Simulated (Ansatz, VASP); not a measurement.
# C: VASP beside Ansatz

The input INCAR:

```
SYSTEM = C
ALGO = Normal ; EDIFF = 1E-6
ENCUT = 520 ; GGA = PE
ISIF = 2 ; ISMEAR = 0
LASPH = .TRUE. ; LCHARG = .FALSE.
LREAL = .FALSE. ; LWAVE = .FALSE.
NBANDS = 16 ; NELM = 60
PREC = Accurate ; SIGMA = 0.15
```

File KPOINTS:

```
k-points
0
G
  18 18 6
  0 0 0
```

The input POSCAR:

```
C
1.0
    1.2332770792     -2.1360444277      0.0000000000
    1.2332770792      2.1360444277      0.0000000000
    0.0000000000      0.0000000000      8.7070252276
C
4
Direct
    0.1233134388      0.8766865612      0.7699217771
    0.5433525552      0.4566474448      0.2300780102
    0.8766865612      0.1233134388      0.2300782229
    0.4566474448      0.5433525552      0.7699219898
```

Input for Ansatz:

```yaml
crystal:
  lattice:
    - [1.2332770792, -2.1360444277, 0.0]
    - [1.2332770792, 2.1360444277, 0.0]
    - [0.0, 0.0, 8.7070252276]
  atoms:
    - { symbol: C, position: [0.1233134388, 0.8766865612, 0.7699217771] }
    - { symbol: C, position: [0.5433525552, 0.4566474448, 0.2300780102] }
    - { symbol: C, position: [0.8766865612, 0.1233134388, 0.2300782229] }
    - { symbol: C, position: [0.4566474448, 0.5433525552, 0.7699219898] }
basis:
  ecutwfc: 520.0
kpoints:
  mp_grid: { grid: [18, 18, 6] }
hamiltonian:
  xc: pbe
  pseudopotentials: { kind: paw, azcp: { folder: soft_1 } }
scf:
  occupations: { method: gaussian, width: 0.15 }
output:
  forces: true
  stress: true
  eigenvalues: true
  write_density: true
  write_potential: true
  elf: true
  volumetric_format: npy
```

Change from the starting cell: mode 1 frozen in at -0.171 Å and mode 6 at +0.171 Å (largest displacements).

Alike in both runs: task single point; functional PBE; k mesh 18 × 18 × 6; occupations gaussian, width 0.15 eV; no spin polarisation.

|  | VASP | Ansatz |
| --- | --- | --- |
| version | VASP 6.6.1 | Ansatz 0.2.0 |
| potentials or method | VASP PAW PBE potentials, release 64 (C), cutoff 520 eV | scalar-relativistic, plane waves, PAW |
| valence electrons in the cell | 16 | 16 |

|  | VASP | Ansatz | Ansatz less VASP |
| --- | --- | --- | --- |
| gap on the k mesh at the Fermi level (eV) | 0.04 | 0.04 | 0.000 |
| least direct gap on the mesh (eV) | 0.04 | 0.04 | 0.000 |
| pressure (GPa) | 0.4 | 0.0 | -0.34 |
| traceless stress, the component that is largest in VASP (GPa) | -0.34 | 0.07 | +0.416 |
| rms of the force components (eV/Å) | 0.003 | 0.003 | -0.0001 |

Atom by atom the forces differ by 0.000 eV/Å (rms over components).
